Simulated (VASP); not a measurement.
## Sc: single point with RPBE

Sc:

```
Sc
1.0
     3.20196    0.00000    0.00000
     1.50211    2.84414    0.00000
     1.54899    0.92645    2.67418
Sc
1
Cartesian
  0.0000 0.0000 0.0000
```

```json
{
 "Program": "VASP 6.6.1",
 "Task": "single point",
 "Functional": "RPBE",
 "Potentials or basis": "VASP PAW PBE potentials, release 64 (Sc_sv)",
 "Cutoff": "520 eV",
 "k mesh": "10 × 10 × 10",
 "Occupations": "gaussian, width 0.05 eV",
 "Spin": "no spin polarisation",
 "Dipole correction": "no",
 "Further INCAR settings": "ALGO = Fast; EDIFF = 1e-06; NBANDS = 12"
}
```

```
Pressure               : 2.8 GPa
Band gap on the k mesh : zero (an odd number of electrons rules out a gap without spin polarisation)
```

Stress tensor (GPa, compression positive):
```
3.75 1.06 0.63
1.06 2.40 0.45
0.63 0.45 2.24
```

Levels at points of the mesh, in eV from the Fermi level:
```
           k point  band 1  band 2  band 3  band 4  band 5  band 6  band 7  band 8  band 9  band 10
(0.00, 0.00, 0.00)  -49.54  -27.89  -27.89  -27.87   -5.21    1.47    1.55    1.83    2.98     3.08
(0.50, 0.00, 0.00)  -49.48  -28.29  -27.94  -27.93   -1.78    0.16    1.38    1.68    3.80     3.99
(0.00, 0.50, 0.00)  -49.48  -28.28  -27.93  -27.93   -1.80    0.11    1.40    1.69    3.80     3.97
(0.50, 0.50, 0.00)  -49.46  -28.27  -28.05  -28.02   -1.52   -0.65    2.09    3.89    4.14     4.18
(0.00, 0.00, 0.50)  -49.48  -28.29  -27.94  -27.93   -1.78    0.15    1.30    1.76    3.84     3.96
(0.50, 0.00, 0.50)  -49.46  -28.27  -28.04  -28.01   -1.54   -0.61    1.88    3.89    4.12     4.19
(0.00, 0.50, 0.50)  -49.46  -28.27  -28.04  -28.01   -1.54   -0.61    1.87    3.89    4.12     4.19
(0.50, 0.50, 0.50)  -49.47  -28.31  -27.96  -27.95   -1.69    0.48    1.38    1.51    3.95     3.99
```

It took 3.3 min on 1 thread of Oxide Virtual Turin-like Processor (shared host), peak memory 0.21 GiB.

Caveat: the PAW data sets were made with another functional, which shifts forces and pressure a little.
